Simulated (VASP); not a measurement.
**Au: single point with r2SCAN**

The system is Au.

```
Au
1.0
     0.00000    2.10686    2.07618
     2.10686    0.00000    2.07618
     2.10686    2.10686    0.00000
Au
1
Direct
  0.00000 0.00000 0.00000
```

This cell differs from its parent crystal: strain +0.030 along x and y, +0.015 along z.

```
Program             : VASP 6.6.1
Task                : single point
Functional          : r2SCAN
Potentials or basis : VASP PAW PBE potentials, release 64 (Au)
Cutoff              : 520 eV
k mesh              : 20 × 20 × 20
Occupations         : methfessel-paxton, width 0.4 eV
Spin                : no spin polarisation
```

| Item | Value |
| --- | --- |
| Pressure | -6.4 GPa |
| Band gap on the k mesh | zero (an odd number of electrons rules out a gap without spin polarisation) |

Stress tensor (GPa, compression positive):
```
-6.53  0.00  0.00
 0.00 -6.53  0.00
 0.00  0.00 -6.23
```

Levels at points of the mesh, in eV from the Fermi level:
```csv
k point,band 4,band 5,band 6,band 7,band 8,band 9
"(0.00, 0.00, 0.00)",-4.46,-3.27,-3.15,15.39,18.93,18.93
"(0.50, 0.00, 0.00)",-2.15,-2.09,-0.43,2.75,14.83,17.10
"(0.50, 0.50, 0.00)",-1.82,-1.82,1.57,5.59,10.10,10.10
"(0.50, 0.00, 0.50)",-1.88,-1.78,1.33,5.26,10.36,10.36
```

Wall time 4.4 min on 1 thread of Intel(R) Xeon(R) Platinum 8375C CPU @ 2.90GHz (Ice Lake), on a shared host, peak memory 0.27 GiB.

Caveat: the cell differs from its parent crystal (strain +0.030 along x and y, +0.015 along z); the cell stands under tension; the PAW data sets were made with another functional, which shifts forces and pressure a little; spin-orbit coupling is left out, which moves the levels of the heavy elements.
